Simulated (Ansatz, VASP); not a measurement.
Two plane-wave programs on Ga

```
Ga
1.0
     2.54741    0.00000    0.00000
     0.00000    2.54741    0.00000
     0.00000    0.00000    2.54741
Ga
1
Direct
  0.00000 0.00000 0.00000
```

Alike in both runs: task single point; functional PBEsol; k mesh 13 × 13 × 13; occupations fermi-dirac, width 0.1 eV; no spin polarisation.

|  | VASP | Ansatz |
| --- | --- | --- |
| version | VASP 6.6.1 | Ansatz 0.2.0 |
| potentials or method | VASP PAW PBE potentials, release 64 (Ga_d), cutoff 520 eV | plane waves (420 eV) with PAW, scalar-relativistic |
| valence electrons in the cell | 13 | 13 |

```tsv
	VASP	Ansatz	Ansatz less VASP
pressure (GPa)	9.5	10.1	+0.60
```

VASP's potentials were made for PBE, not for PBEsol, and Ansatz warns of the same on its side. The functional is the same, so the differences come from potentials, cutoffs and numerics.
